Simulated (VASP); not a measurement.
# Be3C2 (R-3c) in VASP: further runs, part 2 of 2

VASP 6.6.1. The steps go on from the part before.

### Step 4. Relaxation of cell and atoms, PBE

This run uses another cell than the first one, of 7.71 Å³/atom.

INCAR reads:

```
SYSTEM = Be3C2
  ALGO = Normal
  EDIFF = 1E-6
  EDIFFG = -0.04
  ENCUT = 600
  GGA = PE
  IBRION = 2
  ISIF = 3
  ISMEAR = 0
  LASPH = .TRUE.
  LCHARG = .FALSE.
  LREAL = .FALSE.
  LWAVE = .FALSE.
  NELM = 80
  NSW = 90
  PREC = Accurate
  SIGMA = 0.1
```

KPOINTS reads:

```
k-points
0
G
  6 6 6
  0 0 0
```

POSCAR reads:

```
Be3C2
1.0
    2.3042890711      1.3303819154      4.1941521458
   -2.3042890711      1.3303819154      4.1941521458
    0.0000000000     -2.6607638310      4.1941521458
Be C
6 4
Direct
    0.0562500000      0.4437500000      0.7500000000
    0.7500000000      0.0562500000      0.4437500000
    0.4437500000      0.7500000000      0.0562500000
    0.9437500000      0.5562500000      0.2500000000
    0.2500000000      0.9437500000      0.5562500000
    0.5562500000      0.2500000000      0.9437500000
    0.8521800000      0.8521800000      0.8521800000
    0.6478200000      0.6478200000      0.6478200000
    0.1478200000      0.1478200000      0.1478200000
    0.3521800000      0.3521800000      0.3521800000
```

On the command line:

```sh
cat potpaw_PBE.64/Be/POTCAR potpaw_PBE.64/C/POTCAR > POTCAR
mpirun -np 1 vasp_std > vasp.out
```

Run time: 15 min. Hardware: 1 thread of Intel Xeon 8259CL, shared host; peak memory 0.27 GiB.

The run converged. Its results:

```yaml
Free_energy: -57.1599 eV
Relaxed_volume: 7.10 Å³/atom
Relaxed_cell: a = 4.384 Å, b = 4.384 Å, c = 4.384 Å, α = 69.20°, β = 69.20°, γ = 69.20°
Space_group_after_relaxing_to_0.1_Å: R-3c (No. 167)
Energy_gained_by_relaxing: 365.1 meV/atom
Ionic_steps: 22
Pressure_after_relaxing: -0.1 GPa
Largest_force_after_relaxing: 0.022 eV/Å
Band_gap_on_the_k_mesh: zero (bands 14 and 15 overlap by 2.10 eV)
```

Forces on the atoms (eV/Å):
```
Be   0.005  0.000  0.000
Be  -0.002  0.004  0.000
Be  -0.002 -0.004  0.000
Be  -0.005  0.000  0.000
Be   0.002 -0.004  0.000
Be   0.002  0.004  0.000
C    0.000  0.000  0.022
C    0.000  0.000 -0.022
C    0.000  0.000 -0.022
C    0.000  0.000  0.022
```

Stress tensor (GPa, compression positive):
```
-0.25  0.00  0.00
 0.00 -0.25  0.00
 0.00  0.00  0.17
```

The path:
```
step  energy change (eV)  largest force (eV/Å)  pressure (GPa)  volume (Å³)
   1              0.0000                0.4755            1.10        77.15
   2             -0.2019                0.2640           -0.74        77.71
   3             -0.7765                0.8572           -5.27        79.15
   4             -0.5743                2.2580           -7.10        80.73
   5             -0.8980                1.4799           -6.55        79.90
   6             -0.9542                1.5145           -6.77        79.90
   7             -1.1051                1.6151           -7.42        79.85
   8             -1.2779                1.7483           -8.31        79.58
   9             -1.4352                1.6761           -8.04        78.98
  10             -1.8644                1.4536           -6.95        77.19
  11             -2.5211                0.9812           -3.79        73.63
  12             -2.8068                1.3304            8.18        66.67
  13             -2.8898                1.1573            3.26        68.90
  14             -3.0684                1.0602            2.10        69.26
  15             -3.4305                0.3050           -0.81        70.34
  16             -3.4408                0.4600           -1.38        70.87
  17             -3.4553                0.1173           -1.19        70.62
  18             -3.5849                0.0775            0.51        70.33
  19             -3.6394                0.0509            3.10        69.84
  20             -3.6467                0.1368           -1.53        71.52
  21             -3.6504                0.0709            0.13        70.89
  22             -3.6509                0.0222           -0.11        71.04
```

Final structure:
```
CELL_PARAMETERS angstrom
2.48911 1.43709 3.30984
-2.48911 1.43709 3.30984
0.00000 -2.87418 3.30984
ATOMIC_POSITIONS crystal
Be 0.07856 0.42144 0.75000
Be 0.75000 0.07856 0.42144
Be 0.42144 0.75000 0.07856
Be 0.92144 0.57856 0.25000
Be 0.25000 0.92144 0.57856
Be 0.57856 0.25000 0.92144
C 0.83489 0.83489 0.83489
C 0.66511 0.66511 0.66511
C 0.16511 0.16511 0.16511
C 0.33489 0.33489 0.33489
```

Levels at points of the mesh, in eV from the Fermi level:
```tsv
k point	band 10	band 11	band 12	band 13	band 14	band 15	band 16	band 17	band 18	band 19
(0.00, 0.00, 0.00)	-3.98	-3.11	-3.11	-2.58	-2.58	-1.72	4.15	4.15	6.03	6.03
(0.50, 0.00, 0.00)	-4.10	-2.38	-2.38	-1.34	-1.34	2.37	2.37	5.20	5.20	5.84
(0.50, 0.50, 0.00)	-3.61	-2.55	-2.35	-1.87	0.38	2.25	2.96	4.26	4.52	4.70
(0.50, 0.50, 0.50)	-3.95	-0.59	-0.59	-0.59	-0.59	4.27	4.27	5.11	5.11	5.11
```

### Step 5. Single point, PBE

INCAR reads:

```
SYSTEM = Be3C2
PREC = Accurate
ENCUT = 520
EDIFF = 1E-7
ISMEAR = 0
SIGMA = 0.1
LREAL = .False.
LASPH = .True.
NELM = 80
ALGO = Normal
ISIF = 2
LWAVE = .False.
LCHARG = .False.
GGA = PE
NBANDS = 25
```

KPOINTS reads:

```
Automatic mesh
0
Gamma
  12 12 12
  0 0 0
```

POSCAR reads:

```
Be3C2
1.0
    2.4901241523      1.4376738497      3.3011176293
   -2.4901241523      1.4376738497      3.3011176293
    0.0000000000     -2.8753476994      3.3011176292
Be C
6 4
Direct
    0.0777562018      0.4222437982      0.7500000000
    0.7500000000      0.0777562018      0.4222437982
    0.4222437982      0.7500000000      0.0777562018
    0.9222437982      0.5777562018      0.2500000000
    0.2500000000      0.9222437982      0.5777562018
    0.5777562018      0.2500000000      0.9222437982
    0.8352156639      0.8352156639      0.8352156639
    0.6647843361      0.6647843361      0.6647843361
    0.1647843361      0.1647843361      0.1647843361
    0.3352156639      0.3352156639      0.3352156639
```

On the command line:

```sh
cat potpaw_PBE.64/Be/POTCAR potpaw_PBE.64/C/POTCAR > POTCAR
mpirun -np 1 vasp_std > vasp.out
```

Wall time 5.3 min (1 thread of Intel Xeon 8259CL, shared host); peak memory 0.38 GiB.

It converged, with:

```yaml
Free_energy: -57.1517 eV
Pressure: 0.4 GPa
Largest_force: 0.017 eV/Å
Band_gap_on_the_k_mesh: zero (bands 14 and 15 overlap by 2.07 eV)
```

Forces on the atoms (eV/Å):
```
Be   0.016  0.000  0.000
Be  -0.008  0.014  0.000
Be  -0.008 -0.014  0.000
Be  -0.016  0.000  0.000
Be   0.008 -0.014  0.000
Be   0.008  0.014  0.000
C    0.000  0.000  0.017
C    0.000  0.000 -0.017
C    0.000  0.000 -0.017
C    0.000  0.000  0.017
```

Stress tensor (GPa, compression positive):
```
0.40 0.00 0.00
0.00 0.40 0.00
0.00 0.00 0.30
```

Levels at points of the mesh, in eV from the Fermi level:
```
           k point  band 11  band 12  band 13  band 14  band 15  band 16  band 17  band 18
(0.00, 0.00, 0.00)    -3.20    -3.20    -2.65    -2.65    -1.78     4.05     4.05     5.91
(0.50, 0.00, 0.00)    -2.48    -2.48    -1.42    -1.42     2.30     2.30     5.13     5.13
(0.50, 0.50, 0.00)    -2.63    -2.42    -1.96     0.29     2.19     2.89     4.19     4.44
(0.50, 0.50, 0.50)    -0.66    -0.66    -0.66    -0.66     4.24     4.24     5.03     5.03
```

### Step 6. The runs side by side

| task | cell | k mesh | cutoff (eV) | gap on the mesh (eV) | pressure (GPa) | largest force (eV/Å) |
| --- | --- | --- | --- | --- | --- | --- |
| single point | a = 4.382 Å, angles 69.1°, 10 atoms, atomic positions A | 6 × 6 × 6 | 520 | none | 0.4 | 0.02 |
| single point | a = 4.967 Å, angles 55.3°, 10 atoms, atomic positions B | 6 × 6 × 6 | 520 | none | 1.2 | 0.48 |
| relaxation of cell and atoms | relaxed from a = 4.967 Å, angles 55.3°, 10 atoms, atomic positions B | 6 × 6 × 6 | 600 | none | -0.1 | 0.02 |
| single point | a = 4.378 Å, angles 69.3°, 10 atoms, atomic positions A | 12 × 12 × 12 | 520 | none | 0.4 | 0.02 |

Alike in all rows: level PBE; potentials or basis VASP PAW PBE potentials, release 64 (Be, C); no spin polarisation; smearing gaussian 0.1 eV.

Absolute energies hang on the potentials; compare differences alone.
